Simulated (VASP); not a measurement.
**Pd: relaxation of cell and atoms with r2SCAN**

Pd:

```xyz
1
Lattice="2.2156 1.2792 0.8797 -2.2156 1.2792 0.8797 0.0000 -2.5583 0.8797" Properties=species:S:1:pos:R:3 pbc="T T T"
Pd    0.0000    0.0000    1.3195
```

```
Program                : VASP 6.6.1
Task                   : relaxation of cell and atoms
Functional             : r2SCAN
Potentials or basis    : VASP PAW PBE potentials, release 64 (Pd)
Cutoff                 : 600 eV
k mesh                 : 9 × 9 × 9
Occupations            : gaussian, width 0.1 eV
Spin                   : no spin polarisation
Dipole correction      : no
Further INCAR settings : ALGO = Normal; EDIFF = 1e-06; IBRION = 2; EDIFFG = -0.04; NSW = 90; ISIF = 3
```

The relaxed volume is 15.04 Å³/atom and the relaxed cell is a = 2.695 Å, b = 2.695 Å, c = 2.695 Å, α = 109.50°, β = 109.50°, γ = 109.50°. The space group after relaxing (to 0.05 Å) is Im-3m (No. 229), the energy gained by relaxing is 4.8 meV/atom and the ionic steps are 5. The pressure after relaxing is 0.2 GPa. The band gap on the k mesh is zero (band 5 reaches 9.76 eV, above the bottom of band 6 at 8.27 eV).

Stress tensor (GPa, compression positive):
```
0.09 0.00 0.00
0.00 0.09 0.00
0.00 0.00 0.36
```

Step by step:
```csv
step,energy change (eV),largest force (eV/Å),pressure (GPa),volume (Å³)
1,0.0000,0.0000,1.45,14.96
2,-0.0035,0.0000,-2.24,15.25
3,-0.0040,0.0000,-1.23,15.17
4,-0.0046,0.0000,0.98,14.98
5,-0.0048,0.0000,0.18,15.04
```

Final structure:
```
Pd
1.0
     2.20061    1.27052    0.89672
    -2.20061    1.27052    0.89672
     0.00000   -2.54104    0.89672
Pd
1
Direct
  0.50000 0.50000 0.50000
```

Levels at points of the mesh, in eV from the Fermi level:
```csv
k point,band 3,band 4,band 5,band 6,band 7,band 8
"(0.00, 0.00, 0.00)",-2.96,-2.96,-1.02,-1.02,20.29,20.33
```

Wall time 2.4 min on 1 thread of Intel(R) Xeon(R) Platinum 8259CL CPU @ 2.50GHz (Skylake/Cascade Lake), on a shared host, peak memory 0.16 GiB.

Caveat: the PAW data sets were made with another functional, which shifts forces and pressure a little.
